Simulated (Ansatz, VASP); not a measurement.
**One calculation of HgTe, two programs**

The input INCAR:

```
SYSTEM = HgTe
  PREC = Accurate
  ENCUT = 520
  EDIFF = 1E-7
  ISMEAR = 0
  SIGMA = 0.15
  LREAL = .False.
  LASPH = .True.
  NELM = 60
  ALGO = Normal
  ISIF = 2
  LWAVE = .False.
  LCHARG = .False.
  GGA = CA
  NBANDS = 16
```

File KPOINTS:

```
Automatic mesh
0
Gamma
  18 18 18
  0 0 0
```

Contents of POSCAR:

```
HgTe
1.0
   -3.0456030000      3.0456030000      1.5594100000
    3.0456030000     -3.0456030000      1.5594100000
    3.0456030000      3.0456030000     -1.5594100000
Hg Te
1 1
Direct
    0.2500000000      0.7500000000      0.5000000000
    0.0000000000      0.0000000000      0.0000000000
```

Input for Ansatz:

```yaml
crystal:
  lattice:
    - [-3.045603, 3.045603, 1.55941]
    - [3.045603, -3.045603, 1.55941]
    - [3.045603, 3.045603, -1.55941]
  atoms:
    - { symbol: Hg, position: [0.25, 0.75, 0.5] }
    - { symbol: Te, position: [0.0, 0.0, 0.0] }
basis:
  ecutwfc: 420
kpoints:
  mp_grid: { grid: [18, 18, 18] }
hamiltonian:
  xc: lda
scf:
  occupations: { method: gaussian, width: 0.15 }
output:
  forces: true
  stress: true
  eigenvalues: true
  write_density: true
  write_potential: true
  elf: true
  volumetric_format: npy
```

Alike in both runs: task single point; functional LDA; k mesh 18 × 18 × 18; occupations gaussian, width 0.15 eV; no spin polarisation.

|  | VASP | Ansatz |
| --- | --- | --- |
| version | VASP 6.6.1 | Ansatz 0.2.0 |
| potentials or method | VASP PAW LDA potentials, release 64 (Hg, Te), cutoff 520 eV | scalar-relativistic, plane waves, PAW |
| valence electrons in the cell | 18 | 36 |

|  | VASP | Ansatz | Ansatz less VASP |
| --- | --- | --- | --- |
| gap on the k mesh at the Fermi level (eV) | none | none | - |
| pressure (GPa) | -4.9 | -5.1 | -0.18 |
| traceless stress, the component that is largest in VASP (GPa) | 0.33 | 0.32 | -0.009 |

LDA's correlation is that of Perdew and Zunger in VASP and of Perdew and Wang (1992) in Ansatz. A gap of «none» marks a metal or a gap that the smearing closes. VASP's potentials hold 18 valence electrons a cell and Ansatz's 36, so a difference there can come from the potentials and not from the codes.

Neither program's run includes spin-orbit coupling.
